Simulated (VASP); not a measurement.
Runs of VASP 6.6.1 on WSe2. The structure is that of space group P6_3/mmc (No. 194), or close to it. The cells are those of the table. 

| task | cell | gap on the mesh (eV) | pressure (GPa) | largest force (eV/Å) |
| --- | --- | --- | --- | --- |
| single point | a = 3.290, b = 3.290, c = 12.711 Å, angles 90.0, 90.0, 120.0°, 6 atoms | 0.87 | 7.5 | 0.81 |
| single point | a = 3.389, b = 3.389, c = 12.970 Å, angles 90.0, 90.0, 120.0°, 6 atoms | 0.93 | -3.3 | 0.38 |
| single point | a = 3.290, b = 3.290, c = 13.100 Å, angles 90.0, 90.0, 120.0°, 6 atoms | 0.98 | 2.4 | 0.06 |
| electric field gradients | a = 3.389, b = 3.389, c = 12.970 Å, angles 90.0, 90.0, 120.0°, 6 atoms | 0.93 | -3.3 | 0.38 |
| electric field gradients | a = 3.290, b = 3.290, c = 13.359 Å, angles 90.0, 90.0, 120.0°, 6 atoms | 1.04 | -0.5 | 0.58 |
| electric field gradients | a = 3.355, b = 3.355, c = 13.224 Å, angles 90.0, 90.0, 120.0°, 6 atoms | (a) | (b) | 0.68 |
| electric field gradients | a = 3.290, b = 3.290, c = 12.711 Å, angles 90.0, 90.0, 120.0°, 6 atoms | 0.87 | 7.5 | 0.81 |
| single point | a = 3.290, b = 3.290, c = 13.359 Å, angles 90.0, 90.0, 120.0°, 6 atoms | 1.04 | -0.5 | 0.58 |

Alike in all rows: level PBE; potentials or basis VASP PAW PBE potentials, release 64 (W_sv, Se); no spin polarisation; k mesh 11 × 11 × 3; cutoff (eV) 520; smearing fermi-dirac 0.08 eV.

**Question.** Estimate the missing entries.

**Answer.** (a) 0.99; (b) -3.6.

Caveats: spin-orbit coupling is left out, which moves the levels of the heavy elements; this functional lacks dispersion, which binds the layers, so the pressure and a relaxed spacing across them are unreliable.

A k mesh can miss the band edges, and the runs leave out spin-orbit coupling on Se, W.
